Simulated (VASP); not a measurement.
# MgCd3O4 in VASP: notebook

Runs on MgCd3O4. Level: PBE. Tasks: single point.

Everything below comes from runs of VASP 6.6.1. Logs are shortened: lines on timing, memory, paths and dates and some standing lists are left out, and cuts for length are marked.

## Step 1: The cell of the first run

The structure is orthorhombic, space group Cmmm (No. 65). Conventional cell: a = 6.600 Å, b = 9.336 Å, c = 3.286 Å, α = 90.00°, β = 90.00°, γ = 90.00°. Mg (site symmetry mmm) has 6 O at 2.20 to 2.24 Å within 2.9 Å. Within 3.1 Å of Cd (site symmetry 2/m) lie 6 O at 2.33 to 2.34 Å. Cd (site symmetry mmm) has 6 O at 2.42 to 2.47 Å and 10 Cd at 3.29 to 3.30 Å and 2 Mg at 3.30 Å within 3.4 Å. Within 3.3 Å of O (site symmetry 2mm) lie 2 Mg at 2.24 Å and 4 Cd at 2.34 to 2.42 Å and 7 O at 3.06 to 3.29 Å. O (site symmetry m2m) has 1 Mg at 2.20 Å and 5 Cd at 2.33 to 2.47 Å within 2.9 Å.

## Step 2: Single point, PBE

INCAR reads:

```
SYSTEM = MgCd3O4
PREC = Accurate
ENCUT = 520
EDIFF = 1E-6
ISMEAR = 0
SIGMA = 0.1
LREAL = .FALSE.
LASPH = .TRUE.
NELM = 60
ALGO = Normal
ISIF = 2
LWAVE = .FALSE.
LCHARG = .FALSE.
GGA = PE
NBANDS = 41
```

KPOINTS reads:

```
regular mesh
0
G
  4 4 6
  0 0 0
```

POSCAR reads:

```
MgCd3O4
1.0
    3.3001728000     -4.6678028000      0.0000000000
    3.3001728000      4.6678028000      0.0000000000
    0.0000000000      0.0000000000      3.2862608000
Mg Cd O
1 3 4
Direct
    0.5000000000      0.5000000000      0.5000000000
    0.0000000000      0.5000000000      0.0000000000
    0.0000000000      0.0000000000      0.5000000000
    0.5000000000      0.0000000000      0.0000000000
    0.7316240000      0.7316240000      0.0000000000
    0.7359300000      0.2640700000      0.5000000000
    0.2640700000      0.7359300000      0.5000000000
    0.2683760000      0.2683760000      0.0000000000
```

Potentials or basis: VASP PAW PBE potentials, release 64 (Mg, Cd, O).

Started as:

```console
$ cat potpaw_PBE.64/Mg/POTCAR potpaw_PBE.64/Cd/POTCAR potpaw_PBE.64/O/POTCAR > POTCAR
$ mpirun -np 1 vasp_std > vasp.out
```

OUTCAR:

```text
SYSTEM = MgCd3O4
   PREC = Accurate
   ENCUT = 520
   EDIFF = 1E-6
   ISMEAR = 0
   LREAL = .FALSE.
   LASPH = .TRUE.
   NELM = 60
   ISIF = 2
   GGA = PE

 ion  position               nearest neighbor table
   1  0.500  0.500  0.500-   6 2.20   7 2.20   5 2.24   8 2.24   5 2.24   8 2.24   2 3.30   4 3.30
                             2 3.30   4 3.30   4 3.30   4 3.30   2 3.30   2 3.30   3 3.30   3 3.30
   2  0.000  0.500  0.000-   6 2.33   7 2.33   6 2.33   7 2.33   5 2.34   8 2.34   1 3.30   3 3.30
                             1 3.30   3 3.30   3 3.30   3 3.30   1 3.30   1 3.30   4 3.30   4 3.30
   3  0.000  0.000  0.500-   5 2.42   8 2.42   5 2.42   8 2.42   7 2.47   6 2.47   2 3.30   4 3.30
                             2 3.30   4 3.30   2 3.30   2 3.30   4 3.30   4 3.30   1 3.30   1 3.30
   4  0.500  0.000  0.000-   6 2.33   7 2.33   6 2.33   7 2.33   5 2.34   8 2.34   1 3.30   3 3.30
                             1 3.30   3 3.30   1 3.30   1 3.30   3 3.30   3 3.30   2 3.30   2 3.30
   5  0.732  0.732  0.000-   1 2.24   1 2.24   4 2.34   2 2.34   3 2.42   3 2.42
   6  0.736  0.264  0.500-   1 2.20   2 2.33   4 2.33   2 2.33   4 2.33   3 2.47
   7  0.264  0.736  0.500-   1 2.20   2 2.33   4 2.33   2 2.33   4 2.33   3 2.47
   8  0.268  0.268  0.000-   1 2.24   1 2.24   4 2.34   2 2.34   3 2.42   3 2.42

  LATTYP: Found a base centered orthorhombic cell.
 ALAT       =     6.6003456000
 B/A-ratio  =     1.4144116332
 C/A-ratio  =     0.4978922316

  Lattice vectors:

 A1 = (   3.3001728000,  -4.6678028000,   0.0000000000)
 A2 = (   3.3001728000,   4.6678028000,   0.0000000000)
 A3 = (   0.0000000000,   0.0000000000,   3.2862608000)

Analysis of symmetry for initial positions (statically):
=====================================================================
 Subroutine PRICEL returns:
 Original cell was already a primitive cell.

 Routine SETGRP: Setting up the symmetry group for a
 base centered orthorhombic supercell.

 Subroutine GETGRP returns: Found  8 space group operations
 (whereof  8 operations were pure point group operations)
 out of a pool of  8 trial point group operations.

The static configuration has the point symmetry D_2h.

Analysis of symmetry for dynamics (positions and initial velocities):
=====================================================================
 Subroutine PRICEL returns:
 Original cell was already a primitive cell.

 Routine SETGRP: Setting up the symmetry group for a
 base centered orthorhombic supercell.

 Subroutine GETGRP returns: Found  8 space group operations
 (whereof  8 operations were pure point group operations)
 out of a pool of  8 trial point group operations.
[... 122 lines left out ...]
   TEBEG  =    0.0;   TEEND  =   0.0 temperature during run
   PSTRESS=    0.0 pullay stress
   NELECT =      62.0000    total number of electrons
   NUPDOWN=      -1.0000    fix difference up-down
   EMIN   =  10.00;   EMAX   =-10.00  energy-range for DOS
   EFERMI =   0.00;   METHOD = LEGACY
   ISMEAR =     0;   SIGMA  =   0.10  broadening in eV -4-tet -1-fermi 0-gaus
   EFERMI_NEDOS =   21; number of points for ismear=-14 and -15
   IALGO  =     38    algorithm
   IMIX   =      4    mixing-type and parameters
     AMIX     =   0.40;   BMIX     =  1.00
     AMIX_MAG =   1.60;   BMIX_MAG =  1.00
  volume/ion in A,a.u.               =      12.66        85.41
  Fermi-wavevector in a.u.,A,eV,Ry     =   1.390203  2.627103 26.295508  1.932665
  Thomas-Fermi vector in A             =   2.514161
   LORBIT       =      0    0 simple, 1 ext, 2 COOP (PROOUT), +10 PAW based schemes
   GGA     = PE    functional components
   LHFCALC =     F    Hartree Fock is set to
   AEXX    =    0.0000 exact exchange contribution
   IVDW    =     0    specifies the selected vdW correction
   LEPSILON=     F    determine dielectric tensor
   LRPA    =     F    only Hartree local field effects (RPA)
 non-spin polarized calculation
 Gauss-broadening in eV      SIGMA  =   0.10
  energy-cutoff  :      520.00
  volume of cell :      101.25
 maximum number of plane-waves:      2784
 NGX is ok and might be reduce to    48
   NGX = 21   NGY = 21   NGZ = 13

 number of electron      61.9999990 magnetization

 Free energy of the ion-electron system (eV)
  ---------------------------------------------------
  ext. energy  EPLUGINS =         0.00000000
  ---------------------------------------------------
  free energy    TOTEN  =       -34.62774155 eV

  energy without entropy =      -34.62539112  energy(sigma->0) =      -34.62656634

 E-fermi :   2.3384     XC(G=0): -11.3217

 val. band max:        2.3031002647   @ k =   0.0000   0.0000   0.0000
 cond. band min:       3.4180351890   @ k =   0.2500  -0.0000   0.0000
 fundamental gap:      1.1149349242
 Fermi energy:         2.3384065770

 k-point     1 :       0.0000    0.0000    0.0000
  band No.  band energies     occupation
      1     -15.1468      2.00000
      2     -14.3869      2.00000
      3     -14.3578      2.00000
      4     -14.3040      2.00000
      5      -5.4467      2.00000
      6      -5.3680      2.00000
[... 1045 lines left out ...]
     40      11.5893      0.00000
     41      12.2264      0.00000

 [... further k-points ...]

------------------------ aborting loop because EDIFF is reached ----------------------------------------

  FORCE on cell =-STRESS in cart. coord.  units (eV):
  Direction    XX          YY          ZZ          XY          YZ          ZX
  --------------------------------------------------------------------------------------
  -------------------------------------------------------------------------------------
  Total        0.6389967      0.5832176      0.6257556     -0.0000000      0.0000000      0.0000000
  in kB       10.1117888      9.2291139      9.9022560     -0.0000000      0.0000000      0.0000000
  external PRESSURE =       9.7477196 kB  Pullay stress =       0.0000000 kB

 VOLUME and BASIS-vectors are now :
 -----------------------------------------------------------------------------
  energy-cutoff  :      520.00
  volume of cell :      101.25
      direct lattice vectors                 reciprocal lattice vectors
     3.300172800 -4.667802800  0.000000000     0.151507218 -0.107116779  0.000000000
     3.300172800  4.667802800  0.000000000     0.151507218  0.107116779  0.000000000
     0.000000000  0.000000000  3.286260800     0.000000000  0.000000000  0.304297212

 POSITION                                       TOTAL-FORCE (eV/Angst)
 -----------------------------------------------------------------------------------
      3.30017      0.00000      1.64313         0.000000      0.000000      0.000000
      1.65009      2.33390      0.00000         0.000000     -0.000000      0.000000
      0.00000      0.00000      1.64313         0.000000      0.000000      0.000000
      1.65009     -2.33390      0.00000        -0.000000     -0.000000      0.000000
      4.82897      0.00000      0.00000        -0.078276      0.000000      0.000000
      3.30017     -2.20255      1.64313         0.000000      0.058002      0.000000
      3.30017      2.20255      1.64313         0.000000     -0.058002     -0.000000
      1.77137      0.00000      0.00000         0.078276      0.000000      0.000000
 -----------------------------------------------------------------------------------
    total drift:                                0.000000      0.000000      0.000000

  FREE ENERGIE OF THE ION-ELECTRON SYSTEM (eV)
  ---------------------------------------------------
  free  energy   TOTEN  =       -34.6277415473 eV

  energy  without entropy=      -34.6253911248  energy(sigma->0) =      -34.62656634
```

Run time: 75 s. Hardware: 1 thread of AMD EPYC 9R45 (Zen 5), shared host; peak memory 0.25 GiB.

What came out:

```
Free energy   : -34.6277 eV
Pressure      : 1.0 GPa
Largest force : 0.078 eV/Å
```

Forces on the atoms (eV/Å):
```
Mg   0.000  0.000  0.000
Cd   0.000  0.000  0.000
Cd   0.000  0.000  0.000
Cd   0.000  0.000  0.000
O   -0.078  0.000  0.000
O    0.000  0.058  0.000
O    0.000 -0.058  0.000
O    0.078  0.000  0.000
```

## Step 3: Single point, PBE

INCAR, as its differences from that of step 2:

```diff
@@ -5,3 +5,3 @@
 ISMEAR = 0
-SIGMA = 0.1
+SIGMA = 0.2
 LREAL = .FALSE.
```

KPOINTS reads:

```
regular mesh
0
G
  6 4 4
  0 0 0
```

POSCAR reads:

```
MgCd3O4
1.0
    0.0000000000      0.0000000000      3.2862608000
    3.3001728000     -4.6678028000      0.0000000000
    3.3001728000      4.6678028000      0.0000000000
Mg Cd O
1 3 4
Direct
    0.5000000000      0.5000000000      0.5000000000
    0.0000000000      1.0000000000      0.5000000000
    0.5000000000      0.0000000000      0.0000000000
    0.0000000000      0.5000000000      1.0000000000
    0.0000000000      0.7316240000      0.7316240000
    0.5000000000      0.7359300000      0.2640700000
    0.5000000000      0.2640700000      0.7359300000
    0.0000000000      0.2683760000      0.2683760000
```

Potentials or basis: VASP PAW PBE potentials, release 64 (Mg, Cd, O).

Started as:

```console
$ cat potpaw_PBE.64/Mg/POTCAR potpaw_PBE.64/Cd/POTCAR potpaw_PBE.64/O/POTCAR > POTCAR
$ mpirun -np 1 vasp_std > vasp.out
```

Run time: 68 s. Hardware: 1 thread of AMD EPYC 9R45 (Zen 5), shared host; peak memory 0.24 GiB.

Results (log left out):

```
Free energy   : -34.6304 eV
Pressure      : 1.0 GPa
Largest force : 0.078 eV/Å
```

Forces in eV/Å, atoms in the order of the input:
```
Mg   0.000  0.000  0.000
Cd   0.000  0.000  0.000
Cd   0.000  0.000  0.000
Cd   0.000  0.000  0.000
O   -0.078  0.000  0.000
O    0.000  0.058  0.000
O    0.000 -0.058  0.000
O    0.078  0.000  0.000
```

Levels at points of the mesh, in eV from the Fermi level:
```tsv
k point	band 27	band 28	band 29	band 30	band 31	band 32	band 33	band 34	band 35	band 36
(0.00, 0.00, 0.00)	-1.45	-1.14	-1.08	-0.24	-0.21	-0.14	3.88	4.22	4.50	7.21
(0.50, 0.00, 0.00)	-2.45	-2.20	-2.01	-1.04	-0.24	4.30	4.91	5.97	6.99	8.03
(0.00, 0.50, 0.00)	-1.45	-1.04	-0.95	-0.95	-0.85	2.34	2.72	5.06	5.75	7.84
(0.50, 0.50, 0.00)	-1.84	-1.62	-1.52	-1.41	-1.24	4.35	4.71	5.67	6.33	7.08
(0.00, 0.50, 0.50)	-1.84	-1.73	-1.71	-1.24	-0.23	2.83	3.47	5.19	5.93	8.60
(0.50, 0.50, 0.50)	-2.45	-1.10	-0.89	-0.23	-0.14	3.84	3.91	4.11	4.33	7.14
```

[end of part 1 of 2]
